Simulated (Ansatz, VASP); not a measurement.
Two plane-wave programs on Si

```xyz
17
Lattice="0.0000 5.4300 5.4300 5.4300 0.0000 5.4300 5.4300 5.4300 0.0000" Properties=species:S:1:pos:R:3 pbc="T T T"
Si    0.0061    0.0007   -0.0050
Si    1.3362    1.3353    1.3332
Si    2.7170    2.7170   -0.0348
Si    4.1005    4.0990    1.3299
Si    2.7157   -0.0329    2.7149
Si    4.0977    1.3347    4.0946
Si    5.4653    2.7167    2.7133
Si    6.7837    4.0780    4.0765
Si   -0.0328    2.7143    2.7137
Si    1.3386    4.0933    4.0916
Si    2.7180    5.4638    2.7120
Si    4.0776    6.7837    4.0757
Si    2.7166    2.7141    5.4628
Si    4.0766    4.0761    6.7835
Si    5.4296    5.4302    5.4303
Si    6.7844    6.7836    6.7824
Si    8.1508    8.1456    2.7103
```

Alike in both runs: functional PBE; k mesh 2 × 2 × 2; occupations gaussian, width 0.02 eV; no spin polarisation.

Ansatz relaxed the structure, and its values are those at the end. VASP's run is a single point on that final structure, the one shown.

```csv
,VASP,Ansatz
version,VASP 6.6.1,Ansatz 0.2.0
potentials or method,"VASP PAW PBE potentials, release 64 (Si), cutoff 520 eV","scalar-relativistic, plane waves, PAW"
valence electrons in the cell,68,68
```

Ansatz gave:

```
rms of the force components (eV/Å) : 0.010
```

Problem. Which values does VASP return?

Solution. rms of the force components (eV/Å): 0.009.

The k mesh is coarse, so the values compare programs but aren't converged.
